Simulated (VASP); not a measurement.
Input of a VASP 6.6.1 run:

The input INCAR:

```
SYSTEM = Sn2Pt
ALGO     = Normal         ! electronic algorithm
EDIFF    = 1E-8           ! SCF threshold, eV
ENCUT    = 500            ! plane-wave cutoff, eV
GGA      = CA             ! functional
GGA_COMPAT= .FALSE.      
IBRION   = 8              ! ionic algorithm
ISIF     = 2              ! what is computed and relaxed
ISMEAR   = -1             ! smearing method
LASPH    = .TRUE.         ! aspherical terms in the spheres
LCHARG   = .FALSE.        ! write CHGCAR
LREAL    = .FALSE.        ! projectors in reciprocal space
LWAVE    = .FALSE.        ! write WAVECAR
NELM     = 120            ! most SCF steps
NSW      = 1              ! ionic steps
PREC     = Accurate       ! precision mode
SIGMA    = 0.15           ! smearing width, eV
```

Contents of KPOINTS:

```
k-points
0
G
  12 12 12
  0 0 0
```

The input POSCAR:

```
Sn2Pt
1.0
    0.0000000000      3.1825755991      3.1825755991
    3.1825755991      0.0000000000      3.1825755991
    3.1825755991      3.1825755991      0.0000000000
Sn Pt
2 1
Direct
    0.2500000000      0.2500000000      0.2500000000
    0.7500000000      0.7500000000      0.7500000000
    0.0000000000      0.0000000000      0.0000000000
```

Potentials or basis: VASP PAW LDA potentials, release 64 (Sn_d, Pt).

Run with:

```console
$ cat potpaw_LDA.64/Sn_d/POTCAR potpaw_LDA.64/Pt/POTCAR > POTCAR
$ mpirun -np 1 vasp_std > vasp.out
```

Predict the highest phonon frequency at Γ.

152 cm⁻¹.

Phonon frequencies in cm⁻¹ (negative: imaginary):
| q point | frequencies |
| --- | --- |
| (0.000, 0.000, 0.000) | 0 0 0 142 142 142 152 152 152 |

Caveat: the cell stands under pressure or tension, which shifts response properties.
